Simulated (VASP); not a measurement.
Input of a VASP 6.6.1 run:

Contents of POSCAR:

```
I
1.0
    4.2699530326      0.0000000000      0.0000000000
   -2.1349765163      3.6978877992      0.0000000000
    0.0000000000      0.0000000000      2.9292167011
I
1
Direct
    0.0000000000      0.0000000000      0.0000000000
```

File INCAR.step1:

```
ALGO = Normal ; EDIFF = 1E-4
ENCUT = 520 ; GGA = PE
ISMEAR = 0 ; LASPH = True
LCHARG = False ; LREAL = False
LWAVE = True ; NBANDS = 10
NELM = 100 ; PREC = Accurate
SIGMA = 0.1
```

File INCAR.step2:

```
ALGO = Normal ; EDIFF = 1E-7
ENCUT = 520 ; ISIF = 2
ISMEAR = 0 ; ISTART = 1
LASPH = True ; LCHARG = True
LELF = True ; LMIXTAU = True
LREAL = False ; LVHAR = True
LWAVE = False ; METAGGA = R2SCAN
NBANDS = 10 ; NELM = 100
PREC = Accurate ; SIGMA = 0.1
```

Contents of KPOINTS:

```
k-points
0
Gamma
  18 18 16
```

Potentials or basis: VASP PAW PBE potentials, release 64 (I).

Launch:

```sh
$ cat potpaw_PBE.64/I/POTCAR > POTCAR
$ cp INCAR.step1 INCAR
$ mpirun -np 1 vasp_std > vasp.out
$ cp INCAR.step2 INCAR
$ mpirun -np 1 vasp_std > vasp.out
```

Task: Predict the band gap on the k mesh.

Result: Zero (an odd number of electrons rules out a gap without spin polarisation).

Task: Predict the pressure.

Result: 0.0 GPa.

Stress tensor (GPa, compression positive):
```
-0.01  0.00  0.00
 0.00 -0.01  0.00
 0.00  0.00 -0.09
```

Caveat: the PAW data sets were made with another functional, which shifts forces and pressure a little; spin-orbit coupling is left out, which moves the levels of the heavy elements; an odd number of electrons without spin polarisation forces a metal; a magnetic or distorted state may lie lower.
